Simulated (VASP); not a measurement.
Set up this calculation in VASP 6.6.1, as the native input.

| Property | Result |
| --- | --- |
| Task | single point |
| Functional | PBE |
| Potentials or basis | VASP PAW PBE potentials, release 64 (Sb) |
| Cutoff | 400 eV |
| k mesh | 4 × 4 × 4, shifted |
| Occupations | fermi-dirac, width 0.1 eV |
| Spin | no spin polarisation |
| Dipole correction | no |
| Further INCAR settings | ALGO = Normal; EDIFF = 1e-06; NBANDS = 18 |

The structure of Sb lies in POSCAR:

```
Sb
1.0
    5.2001280000     -0.4549400000     -1.1607260000
    0.2820990000      5.1138890000      0.6678530000
   -0.7843450000     -0.3636740000      5.0701610000
Sb
4
Direct
    0.4629270000      0.0878120000      0.1711360000
    0.5120810000      0.4286490000      0.6629340000
    0.8234360000      0.6198990000      0.2902750000
    0.1349270000      0.5883730000      0.9283390000
```

The input as run:

INCAR

```
SYSTEM = Sb
  PREC = Accurate
  ENCUT = 400
  EDIFF = 1E-6
  ISMEAR = -1
  SIGMA = 0.1
  LREAL = .False.
  LASPH = .True.
  NELM = 120
  ALGO = Normal
  ISIF = 2
  LWAVE = .False.
  LCHARG = .False.
  GGA = PE
  NBANDS = 18
  GGA_COMPAT = .False.
```

KPOINTS

```
Automatic mesh
0
Gamma
  4 4 4
  0.5 0 0
```

Potentials or basis: VASP PAW PBE potentials, release 64 (Sb).

Run with:

```sh
$ cat potpaw_PBE.64/Sb/POTCAR > POTCAR
$ mpirun -np 1 vasp_std > vasp.out
```

It gave:

The pressure is 2.7 GPa, the largest force is 0.571 eV/Å and the band gap on the k mesh is zero (band 10 reaches 7.05 eV, above the bottom of band 11 at 5.45 eV).

Caveat: spin-orbit coupling is left out, which moves the levels of the heavy elements.

It took 74 s on 1 thread of Intel Xeon 8259CL, with other jobs on the host, peak memory 0.21 GiB.
